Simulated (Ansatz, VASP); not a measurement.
**TiB2: VASP beside Ansatz**

```
CELL_PARAMETERS angstrom
3.01735 0.00000 0.00000
-1.50867 2.61310 0.00000
0.00000 0.00000 3.18475
ATOMIC_POSITIONS crystal
Ti 0.00000 0.00000 0.00000
B 0.33333 0.66667 0.50000
B 0.66667 0.33333 0.50000
```

Alike in both runs: functional PBEsol; k mesh 15 × 15 × 12; occupations gaussian, width 0.1 eV; no spin polarisation.

Ansatz relaxed the structure, and its values are those at the end. VASP's run is a single point on that final structure, the one shown.

|  | VASP | Ansatz |
| --- | --- | --- |
| version | VASP 6.6.1 | Ansatz 0.2.0 |
| potentials or method | VASP PAW PBE potentials, release 64 (Ti_sv, B), cutoff 520 eV | scalar-relativistic, plane waves, PAW |
| valence electrons in the cell | 18 | 18 |

Ansatz gave:

- gap on the k mesh at the Fermi level (eV): none
- pressure (GPa): 0.0

**Question.** Estimate VASP's values.

**Answer.** gap on the k mesh at the Fermi level (eV): none; pressure (GPa): 0.4.

VASP's potentials were made for PBE, not for PBEsol, and Ansatz warns of the same on its side. A gap of «none» marks a metal or a gap that the smearing closes.
